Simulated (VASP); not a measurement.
# WSe2 in VASP: a series of runs

WSe2 is run at these levels: LDA, PBE+D3(BJ), PBE; tasks: single point.

Everything below comes from runs of VASP 6.6.1. Logs are shortened: lines on timing, memory, paths and dates and some standing lists are left out, and cuts for length are marked.

### Step 1. The cell of the first run

The cell holds a slab with vacuum, 3 atoms: a = 3.247 Å, b = 3.247 Å, c = 32.738 Å, α = 90.00°, β = 90.00°, γ = 120.00°.

### Step 2. Single point, LDA

INCAR

```
ALGO = Normal
DIPOL = 0.5 0.5 0.500
EDIFF = 1E-6
ENCUT = 400
GGA = CA
GGA_COMPAT = F
IDIPOL = 3
ISIF = 2
ISMEAR = 0
LASPH = T
LCHARG = F
LDIPOL = T
LREAL = F
LWAVE = F
NBANDS = 20
NELM = 120
NELMDL = -8
PREC = Accurate
SIGMA = 0.02
```

KPOINTS

```
k-points
0
Gamma
  9 9 1
```

POSCAR

```
WSe2
1.0
    3.2473441913      0.0000000000      0.0000000000
   -1.6236720957      2.8122825645      0.0000000000
    0.0000000000      0.0000000000     32.7375750684
Se W
2 1
Direct
    0.3333333333      0.6666666667      0.4491477742
    0.3333333333      0.6666666667      0.5508522258
    0.6666666667      0.3333333333      0.5000000000
```

Potentials or basis: VASP PAW LDA potentials, release 64 (Se, W_sv).

Command:

```sh
> cat potpaw_LDA.64/Se/POTCAR potpaw_LDA.64/W_sv/POTCAR > POTCAR
> mpirun -np 1 vasp_std > vasp.out
```

OUTCAR:

```text
EDIFF = 1E-6
   ENCUT = 400
   GGA = CA
   ISIF = 2
   ISMEAR = 0
   LASPH = T
   LREAL = F
   NELM = 120
   NELMDL = -8
   PREC = Accurate

 ion  position               nearest neighbor table
   1  0.333  0.667  0.449-   3 2.51   3 2.51   3 2.51
   2  0.333  0.667  0.551-   3 2.51   3 2.51   3 2.51
   3  0.667  0.333  0.500-   1 2.51   2 2.51   1 2.51   2 2.51   1 2.51   2 2.51

  LATTYP: Found a hexagonal cell.
 ALAT       =     3.2473441913
 C/A-ratio  =    10.0813382074

  Lattice vectors:

 A1 = (   3.2473441913,   0.0000000000,   0.0000000000)
 A2 = (  -1.6236720957,   2.8122825645,   0.0000000000)
 A3 = (   0.0000000000,   0.0000000000,  32.7375750684)

Analysis of symmetry for initial positions (statically):
=====================================================================
 Subroutine PRICEL returns:
 Original cell was already a primitive cell.

 Routine SETGRP: Setting up the symmetry group for a
 hexagonal supercell.

 Subroutine GETGRP returns: Found 12 space group operations
 (whereof 12 operations were pure point group operations)
 out of a pool of 24 trial point group operations.

The static configuration has the point symmetry D_3h.

Analysis of symmetry for dynamics (positions and initial velocities):
=====================================================================
 Subroutine PRICEL returns:
 Original cell was already a primitive cell.

 Routine SETGRP: Setting up the symmetry group for a
 hexagonal supercell.

 Subroutine GETGRP returns: Found 12 space group operations
 (whereof 12 operations were pure point group operations)
 out of a pool of 24 trial point group operations.

The dynamic configuration has the point symmetry D_3h.

 Subroutine INISYM returns: Found 12 space group operations
 (whereof 12 operations are pure point group operations),
 and found     1 'primitive' translations

----------------------------------------------------------------------------------------

                                     Primitive cell

  volume of cell :     298.9742

  direct lattice vectors                    reciprocal lattice vectors
     3.247344191  0.000000000  0.000000000     0.307943951  0.177791523  0.000000000
    -1.623672096  2.812282564  0.000000000     0.000000000  0.355583046  0.000000000
     0.000000000  0.000000000 32.737575068     0.000000000  0.000000000  0.030545940

[... 75 lines left out ...]
   NSW    =      0    number of steps for IOM
   IBRION =     -1    ionic relax: 0-MD 1-quasi-New 2-CG
   NFREE  =      0    steps in history (QN), initial steepest desc. (CG)
   ISIF   =      2    stress and relaxation
   ISYM   =      2    0-nonsym 1-usesym 2-fastsym
   POTIM  = 0.5000    time-step for ionic-motion
   TEBEG  =    0.0;   TEEND  =   0.0 temperature during run
   PSTRESS=    0.0 pullay stress
   NELECT =      26.0000    total number of electrons
   NUPDOWN=      -1.0000    fix difference up-down
   EMIN   =  10.00;   EMAX   =-10.00  energy-range for DOS
   EFERMI =   0.00;   METHOD = LEGACY
   ISMEAR =     0;   SIGMA  =   0.02  broadening in eV -4-tet -1-fermi 0-gaus
   EFERMI_NEDOS =   21; number of points for ismear=-14 and -15
   IALGO  =     38    algorithm
   IMIX   =      4    mixing-type and parameters
     AMIX     =   0.40;   BMIX     =  1.00
     AMIX_MAG =   1.60;   BMIX_MAG =  1.00
  volume/ion in A,a.u.               =      99.66       672.53
  Fermi-wavevector in a.u.,A,eV,Ry     =   0.725306  1.370630  7.157603  0.526069
  Thomas-Fermi vector in A             =   1.815995
   LORBIT       =      0    0 simple, 1 ext, 2 COOP (PROOUT), +10 PAW based schemes
   GGA     = CA    functional components
   LHFCALC =     F    Hartree Fock is set to
   AEXX    =    0.0000 exact exchange contribution
   IVDW    =     0    specifies the selected vdW correction
   LEPSILON=     F    determine dielectric tensor
   LRPA    =     F    only Hartree local field effects (RPA)
 non-spin polarized calculation
 Gauss-broadening in eV      SIGMA  =   0.02
  energy-cutoff  :      400.00
  volume of cell :      298.97
 maximum number of plane-waves:      5463
 NGX is ok and might be reduce to    24
   NGX = 11   NGY = 11   NGZ =107

 dipolmoment           0.000000      0.000000      0.000000 electrons x Angstroem

 number of electron      25.9999997 magnetization

 dipolmoment           0.000000      0.000000     -0.000000 electrons x Angstroem

 Free energy of the ion-electron system (eV)
  ---------------------------------------------------
  ext. energy  EPLUGINS =         0.00000000
  ---------------------------------------------------
  free energy    TOTEN  =       -24.12348086 eV

  energy without entropy =      -24.12348086  energy(sigma->0) =      -24.12348086

 E-fermi :  -2.8607     XC(G=0):  -2.5440

 val. band max:       -3.0823669369   @ k =   0.3333   0.3333   0.0000
 cond. band min:      -1.3344424803   @ k =   0.3333   0.3333   0.0000
 fundamental gap:      1.7479244567
 Fermi energy:        -2.8606682268

 k-point     1 :       0.0000    0.0000    0.0000
  band No.  band energies     occupation
      1     -76.5598      2.00000
      2     -41.1105      2.00000
      3     -40.9317      2.00000
      4     -40.9317      2.00000
      5     -18.0559      2.00000
      6     -16.7205      2.00000
[... 265 lines left out ...]
     19       3.5597      0.00000
     20       5.6096      0.00000

------------------------ aborting loop because EDIFF is reached ----------------------------------------

 vacuum level on the upper side and lower side of the slab       (xc-potential included)        -0.070        -0.070

  FORCE on cell =-STRESS in cart. coord.  units (eV):
  Direction    XX          YY          ZZ          XY          YZ          ZX
  --------------------------------------------------------------------------------------
  -------------------------------------------------------------------------------------
  Total        0.2458609      0.2458609      0.3298309     -0.0000000      0.0000000      0.0000000
  in kB        1.3175477      1.3175477      1.7675356     -0.0000000      0.0000000      0.0000000
  external PRESSURE =       1.4675437 kB  Pullay stress =       0.0000000 kB

 VOLUME and BASIS-vectors are now :
 -----------------------------------------------------------------------------
  energy-cutoff  :      400.00
  volume of cell :      298.97
      direct lattice vectors                 reciprocal lattice vectors
     3.247344191  0.000000000  0.000000000     0.307943951  0.177791523  0.000000000
    -1.623672096  2.812282564  0.000000000     0.000000000  0.355583046  0.000000000
     0.000000000  0.000000000 32.737575068     0.000000000  0.000000000  0.030545940

 POSITION                                       TOTAL-FORCE (eV/Angst)
 -----------------------------------------------------------------------------------
     -0.00000      1.87486     14.70401        -0.000000      0.000000     -0.106425
     -0.00000      1.87486     18.03357        -0.000000      0.000000      0.106425
      1.62367      0.93743     16.36879         0.000000     -0.000000      0.000000
 -----------------------------------------------------------------------------------
    total drift:                                0.000000     -0.000000      0.000000

  FREE ENERGIE OF THE ION-ELECTRON SYSTEM (eV)
  ---------------------------------------------------
  free  energy   TOTEN  =       -24.1234808576 eV

  energy  without entropy=      -24.1234808576  energy(sigma->0) =      -24.12348086

 vacuum level on the upper side and lower side of the slab         2.278         2.278
```

OSZICAR:

```text
N       E                     dE             d eps       ncg     rms          rms(c)
DAV:   1     0.161733799154E+03    0.16173E+03   -0.11649E+04   592   0.798E+02
DAV:   2    -0.950209008736E+01   -0.17124E+03   -0.16619E+03   692   0.196E+02
DAV:   3    -0.248928003725E+02   -0.15391E+02   -0.15336E+02   668   0.603E+01
[... 17 lines left out ...]
DAV:  21    -0.241234708100E+02   -0.27376E-04   -0.12000E-06   464   0.318E-03    0.946E-04
DAV:  22    -0.241234752946E+02   -0.44846E-05   -0.73511E-08   472   0.803E-04    0.603E-04
DAV:  23    -0.241234791630E+02   -0.38684E-05   -0.73267E-08   376   0.690E-04    0.507E-04
DAV:  24    -0.241234805149E+02   -0.13520E-05   -0.32814E-08   392   0.517E-04    0.129E-04
DAV:  25    -0.241234808576E+02   -0.34261E-06   -0.44601E-09   328   0.185E-04
   1 F= -.24123481E+02 E0= -.24123481E+02  d E =-.120426E-56
```

Wall time 96 s (1 thread of Intel Xeon Platinum 8259CL at 2.50GHz (Skylake/Cascade Lake), shared host); peak memory 0.28 GiB.

Results:

* Free energy: -24.1235 eV
* Largest force: 0.106 eV/Å
* Band gap on the k mesh: 1.75 eV, direct

Forces on the atoms (eV/Å):
```
Se   0.000  0.000 -0.106
Se   0.000  0.000  0.106
W    0.000  0.000  0.000
```

Levels at points of the mesh, in eV from the valence-band top:
| k point | band 10 | band 11 | band 12 | band 13 | band 14 | band 15 | band 16 | band 17 |
| --- | --- | --- | --- | --- | --- | --- | --- | --- |
| (0.00, 0.00, 0.00) | -2.26 | -1.16 | -1.16 | -0.44 | 3.15 | 3.15 | 3.36 | 3.36 |

Caveat: spin-orbit coupling is left out, which moves the levels of the heavy elements.

(Part 1 of 2 ends here.)
